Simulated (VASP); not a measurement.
# CdIn3 (Fm-3m) in VASP: a series of runs, part 2 of 2

VASP 6.6.1. The steps go on from the part before.

## Step 4: Single point, LDA

Input file INCAR:

```
SYSTEM = CdIn3
PREC = Accurate
ENCUT = 520
EDIFF = 1E-6
ISMEAR = 0
SIGMA = 0.1
LREAL = .False.
LASPH = .True.
NELM = 60
ALGO = Normal
ISIF = 2
LWAVE = .False.
LCHARG = .False.
GGA = CA
NBANDS = 34
```

Input file KPOINTS:

```
regular mesh
0
Gamma
  5 5 5
  0 0 0
```

Input file POSCAR:

```
CdIn3
1.0
    5.2687120000      0.0000000000      0.0000000000
    2.6343560000      4.5628384372      0.0000000000
    2.6343560000      1.5209461457      4.3018853339
Cd In
1 3
Direct
    0.0000000000      0.0000000000      0.0000000000
    0.2500000000      0.2500000000      0.2500000000
    0.7500000000      0.7500000000      0.7500000000
    0.5000000000      0.5000000000      0.5000000000
```

Potentials or basis: VASP PAW LDA potentials, release 64 (Cd, In_d).

Run with:

```console
$ cat potpaw_LDA.64/Cd/POTCAR potpaw_LDA.64/In_d/POTCAR > POTCAR
$ mpirun -np 1 vasp_std > vasp.out
```

OUTCAR:

```text
SYSTEM = CdIn3
   PREC = Accurate
   ENCUT = 520
   EDIFF = 1E-6
   ISMEAR = 0
   LREAL = .False.
   LASPH = .True.
   NELM = 60
   ISIF = 2
   GGA = CA

 ion  position               nearest neighbor table
   1  0.000  0.000  0.000-   3 3.23   2 3.23   3 3.23   2 3.23   2 3.23   3 3.23   3 3.23   2 3.23
                             4 3.73   4 3.73   4 3.73   4 3.73   4 3.73   4 3.73
   2  0.250  0.250  0.250-   1 3.23   4 3.23   4 3.23   1 3.23   4 3.23   1 3.23   1 3.23   4 3.23
                             3 3.73   3 3.73   3 3.73   3 3.73   3 3.73   3 3.73
   3  0.750  0.750  0.750-   4 3.23   1 3.23   4 3.23   1 3.23   1 3.23   4 3.23   4 3.23   1 3.23
                             2 3.73   2 3.73   2 3.73   2 3.73   2 3.73   2 3.73
   4  0.500  0.500  0.500-   2 3.23   3 3.23   3 3.23   2 3.23   3 3.23   2 3.23   2 3.23   3 3.23
                             1 3.73   1 3.73   1 3.73   1 3.73   1 3.73   1 3.73

  LATTYP: Found a face centered cubic cell.
 ALAT       =     7.4510839666

  Lattice vectors:

 A1 = (   5.2687120000,   0.0000000000,   0.0000000000)
 A2 = (   2.6343560000,   4.5628384372,   0.0000000000)
 A3 = (   2.6343560000,   1.5209461457,   4.3018853339)

Analysis of symmetry for initial positions (statically):
=====================================================================
 Subroutine PRICEL returns:
 Original cell was already a primitive cell.

 Routine SETGRP: Setting up the symmetry group for a
 face centered cubic supercell.

 Subroutine GETGRP returns: Found 48 space group operations
 (whereof 48 operations were pure point group operations)
 out of a pool of 48 trial point group operations.

The static configuration has the point symmetry O_h .

Analysis of symmetry for dynamics (positions and initial velocities):
=====================================================================
 Subroutine PRICEL returns:
 Original cell was already a primitive cell.

 Routine SETGRP: Setting up the symmetry group for a
 face centered cubic supercell.

 Subroutine GETGRP returns: Found 48 space group operations
 (whereof 48 operations were pure point group operations)
 out of a pool of 48 trial point group operations.

The dynamic configuration has the point symmetry O_h .

 Subroutine INISYM returns: Found 48 space group operations
 (whereof 48 operations are pure point group operations),
 and found     1 'primitive' translations

----------------------------------------------------------------------------------------

                                     Primitive cell

  volume of cell :     103.4185

  direct lattice vectors                    reciprocal lattice vectors
     5.268712000  0.000000000  0.000000000     0.189799708 -0.109580913 -0.077485406
     2.634356000  4.562838437  0.000000000     0.000000000  0.219161825 -0.077485406
     2.634356000  1.520946146  4.301885334     0.000000000  0.000000000  0.232456219

  length of vectors
     5.268712000  5.268712000  5.268712000     0.232456219  0.232456219  0.232456219

  position of ions in fractional coordinates (direct lattice)
     0.000000000  0.000000000  0.000000000
     0.250000000  0.250000000  0.250000000
     0.750000000  0.750000000  0.750000000
     0.500000000  0.500000000  0.500000000

  ion indices of the primitive-cell ions
   primitive index   ion index
[... 31 lines left out ...]
 Following reciprocal coordinates:
            Coordinates               Weight
  0.000000  0.000000  0.000000      1.000000
  0.200000  0.000000  0.000000      8.000000
  0.400000  0.000000  0.000000      8.000000
  0.200000  0.200000  0.000000      6.000000
  0.400000  0.200000  0.000000     24.000000
 -0.400000  0.200000 -0.000000     24.000000
 -0.200000  0.200000 -0.000000     12.000000
  0.400000  0.400000  0.000000      6.000000
 -0.400000  0.400000 -0.000000     12.000000
 -0.400000  0.400000  0.200000     24.000000
   k-points           NKPTS =     10   k-points in BZ     NKDIM =     10   number of bands    NBANDS=     34
   number of dos      NEDOS =    301   number of ions     NIONS =      4
   total plane-waves  NPLWV =  64000
   dimension x,y,z NGX =    40 NGY =   40 NGZ =   40
   dimension x,y,z NGXF=    80 NGYF=   80 NGZF=   80
   ions per type =               1   3
   NGX,Y,Z   is equivalent  to a cutoff of  12.62, 12.62, 12.62 a.u.
   NGXF,Y,Z  is equivalent  to a cutoff of  25.24, 25.24, 25.24 a.u.
 SYSTEM =  CdIn3
   PREC   = accura    normal or accurate (medium, high low for compatibility)
   ISTART =      0    job   : 0-new  1-cont  2-samecut
   ICHARG =      2    charge: 1-file 2-atom 10-const
   ISPIN  =      1    spin polarized calculation?
   LNONCOLLINEAR =      F non collinear calculations
   LSORBIT =      F    spin-orbit coupling
   LASPH  =      T    aspherical Exc in radial PAW
   ENCUT  =  520.0 eV  38.22 Ry    6.18 a.u.   9.80  9.80  9.80*2*pi/ulx,y,z
   NELM   =     60;   NELMIN=  2; NELMDL= -5     # of ELM steps
   EDIFF  = 0.1E-05   stopping-criterion for ELM
   LREAL  =      F    real-space projection
   EDIFFG = 0.1E-04   stopping-criterion for IOM
   NSW    =      0    number of steps for IOM
   IBRION =     -1    ionic relax: 0-MD 1-quasi-New 2-CG
   NFREE  =      0    steps in history (QN), initial steepest desc. (CG)
   ISIF   =      2    stress and relaxation
   ISYM   =      2    0-nonsym 1-usesym 2-fastsym
   POTIM  = 0.5000    time-step for ionic-motion
   TEBEG  =    0.0;   TEEND  =   0.0 temperature during run
   PSTRESS=    0.0 pullay stress
   NELECT =      51.0000    total number of electrons
   NUPDOWN=      -1.0000    fix difference up-down
   EMIN   =  10.00;   EMAX   =-10.00  energy-range for DOS
   EFERMI =   0.00;   METHOD = LEGACY
   ISMEAR =     0;   SIGMA  =   0.10  broadening in eV -4-tet -1-fermi 0-gaus
   EFERMI_NEDOS =   21; number of points for ismear=-14 and -15
   IALGO  =     38    algorithm
   IMIX   =      4    mixing-type and parameters
     AMIX     =   0.40;   BMIX     =  1.00
     AMIX_MAG =   1.60;   BMIX_MAG =  1.00
  volume/ion in A,a.u.               =      25.85       174.48
  Fermi-wavevector in a.u.,A,eV,Ry     =   1.293398  2.444167 22.760883  1.672878
  Thomas-Fermi vector in A             =   2.425046
   LORBIT       =      0    0 simple, 1 ext, 2 COOP (PROOUT), +10 PAW based schemes
   GGA     = CA    functional components
   LHFCALC =     F    Hartree Fock is set to
   AEXX    =    0.0000 exact exchange contribution
   IVDW    =     0    specifies the selected vdW correction
   LEPSILON=     F    determine dielectric tensor
   LRPA    =     F    only Hartree local field effects (RPA)
 non-spin polarized calculation
 Gauss-broadening in eV      SIGMA  =   0.10
  energy-cutoff  :      520.00
  volume of cell :      103.42
 maximum number of plane-waves:      2812
   NGX = 19   NGY = 19   NGZ = 19

 number of electron      51.0000008 magnetization

 Free energy of the ion-electron system (eV)
  ---------------------------------------------------
  ext. energy  EPLUGINS =         0.00000000
  ---------------------------------------------------
  free energy    TOTEN  =       -10.66908644 eV

  energy without entropy =      -10.63989457  energy(sigma->0) =      -10.65449050

 E-fermi :   5.9332     XC(G=0): -10.5561

 val. band max:        5.7414999831   @ k =   0.2000   0.0000   0.0000
 cond. band min:       5.9359787382   @ k =   0.4000   0.2000   0.0000
 fundamental gap:      0.1944787551
 Fermi energy:         5.9332332287

 k-point     1 :       0.0000    0.0000    0.0000
  band No.  band energies     occupation
      1      -8.7301      2.00000
      2      -8.7301      2.00000
      3      -8.7028      2.00000
      4      -8.7028      2.00000
      5      -8.7028      2.00000
      6      -8.5715      2.00000
[... 359 lines left out ...]
     33      12.5906      0.00000
     34      13.7685      0.00000

------------------------ aborting loop because EDIFF is reached ----------------------------------------

  FORCE on cell =-STRESS in cart. coord.  units (eV):
  Direction    XX          YY          ZZ          XY          YZ          ZX
  --------------------------------------------------------------------------------------
  -------------------------------------------------------------------------------------
  Total       -1.9687199     -1.9687199     -1.9687199     -0.0000000      0.0000000      0.0000000
  in kB      -30.4997402    -30.4997402    -30.4997402     -0.0000000      0.0000000      0.0000000
  external PRESSURE =     -30.4997402 kB  Pullay stress =       0.0000000 kB

 VOLUME and BASIS-vectors are now :
 -----------------------------------------------------------------------------
  energy-cutoff  :      520.00
  volume of cell :      103.42
      direct lattice vectors                 reciprocal lattice vectors
     5.268712000  0.000000000  0.000000000     0.189799708 -0.109580913 -0.077485406
     2.634356000  4.562838437  0.000000000     0.000000000  0.219161825 -0.077485406
     2.634356000  1.520946146  4.301885334     0.000000000  0.000000000  0.232456219

 POSITION                                       TOTAL-FORCE (eV/Angst)
 -----------------------------------------------------------------------------------
      0.00000      0.00000      0.00000        -0.000000      0.000000      0.000000
      2.63436      1.52095      1.07547         0.000000     -0.000000     -0.000000
      7.90307      4.56284      3.22641        -0.000000      0.000000      0.000000
      5.26871      3.04189      2.15094        -0.000000      0.000000      0.000000
 -----------------------------------------------------------------------------------
    total drift:                                0.000000     -0.000000     -0.000000

  FREE ENERGIE OF THE ION-ELECTRON SYSTEM (eV)
  ---------------------------------------------------
  free  energy   TOTEN  =       -10.6690864370 eV

  energy  without entropy=      -10.6398945676  energy(sigma->0) =      -10.65449050
```

OSZICAR:

```text
N       E                     dE             d eps       ncg     rms          rms(c)
DAV:   1     0.521749518940E+03    0.52175E+03   -0.24375E+04   680   0.200E+03
DAV:   2     0.430226547974E+02   -0.47873E+03   -0.46457E+03   688   0.494E+02
DAV:   3    -0.889299346246E+01   -0.51916E+02   -0.51004E+02   736   0.184E+02
DAV:   4    -0.108156871695E+02   -0.19227E+01   -0.19173E+01   834   0.371E+01
DAV:   5    -0.108993028045E+02   -0.83616E-01   -0.83607E-01  1010   0.665E+00    0.473E+00
DAV:   6    -0.106978539479E+02    0.20145E+00   -0.44490E-01   776   0.687E+00    0.322E+00
DAV:   7    -0.106734990969E+02    0.24355E-01   -0.82425E-02   800   0.233E+00    0.137E+00
DAV:   8    -0.106693989570E+02    0.41001E-02   -0.97986E-03   892   0.875E-01    0.188E-01
DAV:   9    -0.106691372036E+02    0.26175E-03   -0.15287E-03   820   0.418E-01    0.777E-02
DAV:  10    -0.106690863264E+02    0.50877E-04   -0.27956E-04   738   0.182E-01    0.340E-02
DAV:  11    -0.106690874212E+02   -0.10948E-05   -0.58648E-05   924   0.792E-02    0.140E-02
DAV:  12    -0.106690864370E+02    0.98423E-06   -0.88167E-06   688   0.324E-02
   1 F= -.10669086E+02 E0= -.10654491E+02  d E =-.291919E-01
```

Run time: 56 s. Hardware: 1 thread of Intel Xeon 8259CL, shared host; peak memory 0.21 GiB.

What came out:

```yaml
Free_energy: -10.6691 eV
Pressure: -3.0 GPa
Band_gap_on_the_k_mesh: zero (an odd number of electrons rules out a gap without spin polarisation)
```

Caveat: the cell stands under tension; spin-orbit coupling is left out, which moves the levels of the heavy elements.

## Step 5: Single point, LDA

Input file INCAR:

```
SYSTEM = CdIn3
ALGO     = Normal         ! electronic algorithm
EDIFF    = 1E-6           ! SCF threshold, eV
ENCUT    = 520            ! plane-wave cutoff, eV
GGA      = CA             ! functional
ISIF     = 2              ! what is computed and relaxed
ISMEAR   = 0              ! smearing method
LASPH    = .TRUE.         ! aspherical terms in the spheres
LCHARG   = .FALSE.        ! write CHGCAR
LREAL    = .FALSE.        ! projectors in reciprocal space
LWAVE    = .FALSE.        ! write WAVECAR
NBANDS   = 34             ! bands
NELM     = 100            ! most SCF steps
PREC     = Accurate       ! precision mode
SIGMA    = 0.05           ! smearing width, eV
```

Input file KPOINTS:

```
k-points
0
G
  5 5 5
  0 0 0
```

POSCAR is that of step 4.

Run with:

```console
$ cat potpaw_LDA.64/Cd/POTCAR potpaw_LDA.64/In_d/POTCAR > POTCAR
$ mpirun -np 1 vasp_std > vasp.out
```

Wall time 60 s (1 thread of Intel Xeon 8259CL, shared host); peak memory 0.21 GiB.

Results (log left out):

```
Free energy            : -10.6553 eV
Pressure               : -3.1 GPa
Band gap on the k mesh : zero (an odd number of electrons rules out a gap without spin polarisation)
```

Levels at points of the mesh, in eV from the Fermi level:
```tsv
k point	band 22	band 23	band 24	band 25	band 26	band 27	band 28	band 29	band 30	band 31
(0.00, 0.00, 0.00)	-2.33	-1.44	0.45	0.45	0.45	0.51	0.51	0.51	1.82	1.82
```

Caveat: the cell stands under tension; spin-orbit coupling is left out, which moves the levels of the heavy elements.

## Step 6: Summary

```csv
smearing,gap on the mesh (eV),pressure (GPa)
gaussian 0.3 eV,none,-3.1
gaussian 0.2 eV,none,-3.1
gaussian 0.1 eV,none,-3.0
gaussian 0.05 eV,none,-3.1
```

Alike in all rows: task single point; level LDA; potentials or basis VASP PAW LDA potentials, release 64 (Cd, In_d); no spin polarisation; cell as given; k mesh 5 × 5 × 5; cutoff (eV) 520.

Caveats: the cell stands under tension; spin-orbit coupling is left out, which moves the levels of the heavy elements; so wide a smearing shifts energies and pressures (at least some runs).

Absolute energies hang on the potentials; compare differences alone.

The gap in the log of VASP goes by the Fermi energy; the results here count the filled bands.